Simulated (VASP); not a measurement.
A run of VASP 6.6.1 is set up as follows.

File INCAR:

```
PREC = Accurate
ENCUT = 520
EDIFF = 1E-6
ISMEAR = -1
SIGMA = 0.05
LREAL = False
LASPH = True
NELM = 120
ALGO = Normal
ISIF = 2
LWAVE = False
LCHARG = False
GGA = PE
IVDW = 12
NBANDS = 58
GGA_COMPAT = False
```

KPOINTS

```
Automatic mesh
0
Gamma
  1 1 1
```

File POSCAR:

```
H18CO9
1.0
    8.0317100000      0.0000000000      0.0000000000
    0.0000000000      8.0961470000      0.0000000000
    0.0000000000      0.0000000000      7.2505900000
O H C
9 18 1
Direct
    0.9674154072      0.7279882640      0.2620614322
    0.9695942707      0.0114251878      0.5076000712
    0.7072840030      0.0874737082      0.1729238586
    0.1291505794      0.3472886547      0.3465786922
    0.3700706325      0.0212570251      0.6508849625
    0.7293465526      0.6577449742      0.7838120760
    0.2215219424      1.1375534560      1.0694026279
    0.3687259625      0.8187474857      0.2290434296
   -0.0568496622      0.3993134018      0.7482011809
    0.8849672112      0.7411426695      0.3698733482
    0.8975921690      0.7716633604      0.1666622992
    0.8845438892      0.0777777380      0.5144271018
    0.9704533655     -0.0261852953      0.3943403226
    0.6299903756      0.0078802917      0.2206716971
    0.6897161377      0.1853844798      0.2613304572
    0.1933959269      0.4170378823      0.4356886819
    0.0611949386      0.2887546385      0.4372609677
    0.3045802202     -0.0620418577      0.5746704751
    0.4819895141     -0.0230727036      0.6554501082
    0.8178831158      0.7313849415      0.8172438381
    0.7557419279      0.5351557969      0.8158646400
    0.2861532600      1.1448285215      0.9538534106
    0.2288553745      1.0178915971      1.1165712032
    0.2530843370      0.7985279912      0.1834885161
    0.4604249904      0.7716139541      0.1621385294
    0.0716783848      0.5691349231      0.9248350824
    0.1791648354      0.3940392881      0.8098513362
    0.0607840672      0.4605894631      0.8195057230
```

Potentials or basis: VASP PAW PBE potentials, release 64 (O, H, C).

Run with:

```sh
$ cat potpaw_PBE.64/O/POTCAR potpaw_PBE.64/H/POTCAR potpaw_PBE.64/C/POTCAR > POTCAR
$ mpirun -np 1 vasp_gam > vasp.out
```

Q: Estimate the pressure.

A: 0.2 GPa.

Q: Predict the largest force.

A: 8.184 eV/Å.

Q: What does it give for the dispersion energy per atom?

A: -0.022 eV.

Forces in eV/Å, atoms in the order of the input:
```
O   -1.284  0.276  2.028
O    5.303 -2.062  5.883
O    0.340  2.008  1.361
O    0.490  1.001  1.535
O   -1.073 -1.027 -0.805
O   -1.107 -1.965  0.270
O    0.104 -1.612  0.108
O   -1.198  0.736  0.985
O   -2.654 -0.451 -0.993
H    1.667 -0.522 -1.156
H   -0.318  0.316 -1.027
H   -5.657  4.567  0.739
H    0.357 -2.418 -6.495
H   -0.813 -0.406  0.195
H    0.286 -1.615 -1.541
H   -0.379 -0.435 -1.070
H   -0.081 -0.375 -0.275
H    0.994  1.343  0.925
H    0.136 -0.221  0.001
H    0.675 -0.112  0.220
H    0.254  2.545 -0.643
H   -0.278 -0.712  0.468
H    0.394  2.352 -1.059
H    1.539 -0.638  0.031
H   -0.493 -0.577 -0.868
H   -0.852 -0.566 -1.019
H    0.798  0.036 -0.285
C    2.850  0.536  2.487
```

Caveat: the k points lie up to 0.87 Å⁻¹ apart; the atoms stand as in a frame of molecular dynamics.
